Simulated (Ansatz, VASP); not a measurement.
Given: the input of a run of VASP 6.6.1 on CuI2.

Contents of INCAR:

```
SYSTEM = CuI2
PREC = Accurate ; ENCUT = 520
EDIFF = 1E-7 ; ISMEAR = -1
SIGMA = 0.05 ; LREAL = .FALSE.
LASPH = .TRUE. ; NELM = 80
ALGO = Normal ; ISIF = 2
LWAVE = .FALSE. ; LCHARG = .FALSE.
GGA = PE ; NBANDS = 20
```

File KPOINTS:

```
regular mesh
0
G
  5 5 6
  0 0 0
```

POSCAR

```
CuI2
1.0
    5.1300999248      0.0000000000      0.0000000000
    0.0000000000      5.1300999248      0.0000000000
    0.0000000000      0.0000000000      4.4827547687
I Cu
2 1
Direct
    0.5000000000      0.0000000000      0.0000000000
    0.0000000000      0.5000000000      0.0000000000
    0.0000000000      0.0000000000      0.0000000000
```

Potentials or basis: VASP PAW PBE potentials, release 64 (I, Cu).

Command:

```console
$ cat potpaw_PBE.64/I/POTCAR potpaw_PBE.64/Cu/POTCAR > POTCAR
$ mpirun -np 1 vasp_std > vasp.out
```

Question: Set up the same calculation for Ansatz 0.2.0. Potentials there: Ansatz PAW.

Answer: As run (the cutoff follows the program's own potentials):

File input.yaml:

```yaml
crystal:
  lattice:
    - [5.1300999248, 0.0, 0.0]
    - [0.0, 5.1300999248, 0.0]
    - [0.0, 0.0, 4.4827547687]
  atoms:
    - { symbol: I, position: [0.5, 0.0, 0.0] }
    - { symbol: I, position: [0.0, 0.5, 0.0] }
    - { symbol: Cu, position: [0.0, 0.0, 0.0] }
hamiltonian:
  xc: pbe
  pseudopotentials: { kind: paw }
kpoints:
  mp_grid: { grid: [5, 5, 6] }
scf:
  occupations: { method: fermi_dirac, width: 0.05 }
output:
  forces: true
  stress: true
  eigenvalues: true
```

Potentials or basis: Ansatz PAW.

Command:

```sh
$ ansatz run input.yaml --threads 2 --pin off --max-ram 5120MiB --backend cpu --events-out ev --progress --plain --runs-dir out
```

Both were run:

|  | VASP | Ansatz | Ansatz less VASP |
| --- | --- | --- | --- |
| gap on the k mesh at the Fermi level (eV) | none | none | - |
| pressure (GPa) | 2.1 | 2.0 | -0.03 |
| traceless stress, the component that is largest in VASP (GPa) | -1.42 | -1.43 | -0.003 |

A gap of «none» marks a metal or a gap that the smearing closes. VASP's potentials hold 25 valence electrons a cell and Ansatz's 53, so a difference there can come from the potentials and not from the codes.

Neither program's run includes spin-orbit coupling.
